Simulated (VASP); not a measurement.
Wanted: the native input for a VASP 6.6.1 run.

- Task: single point
- Functional: RPBE
- Potentials or basis: VASP PAW PBE potentials, release 64 (Mo_sv)
- Cutoff: 520 eV
- k mesh: 15 × 15 × 7
- Occupations: fermi-dirac, width 0.1 eV
- Spin: no spin polarisation
- Dipole correction: no
- Further INCAR settings: ALGO = Normal; EDIFF = 1e-06; NBANDS = 21

The structure of Mo lies in POSCAR:

```
Mo
1.0
    2.8775133750      0.0000000000      0.0000000000
   -1.4387566875      2.4919996825      0.0000000000
    0.0000000000      0.0000000000      5.1072672622
Mo
2
Direct
    0.3333333333      0.6666666667      0.2500000000
    0.6666666667      0.3333333333      0.7500000000
```

This cell differs from its parent crystal: volume scaled by 1.12.

The input as run:

INCAR

```
SYSTEM = Mo
  ALGO = Normal
  EDIFF = 1E-6
  ENCUT = 520
  GGA = RP
  ISIF = 2
  ISMEAR = -1
  LASPH = .TRUE.
  LCHARG = .TRUE.
  LELF = .TRUE.
  LREAL = .FALSE.
  LVHAR = .TRUE.
  LWAVE = .FALSE.
  NBANDS = 21
  NELM = 80
  PREC = Accurate
  SIGMA = 0.1
```

KPOINTS

```
k-points
0
G
  15 15 7
  0 0 0
```

Potentials or basis: VASP PAW PBE potentials, release 64 (Mo_sv).

The run is started by

```console
$ cat potpaw_PBE.64/Mo_sv/POTCAR > POTCAR
$ mpirun -np 1 vasp_std > vasp.out
```

It gave:

```yaml
Pressure: -20.1 GPa
Band_gap_on_the_k_mesh: zero (band 14 reaches 11.02 eV, above the bottom of band 15 at 9.62 eV)
```

Caveat: the PAW data sets were made with another functional, which shifts forces and pressure a little.

It took 45 s on 1 thread of Intel Xeon 6975P-C, on a shared host, peak memory 0.2 GiB.
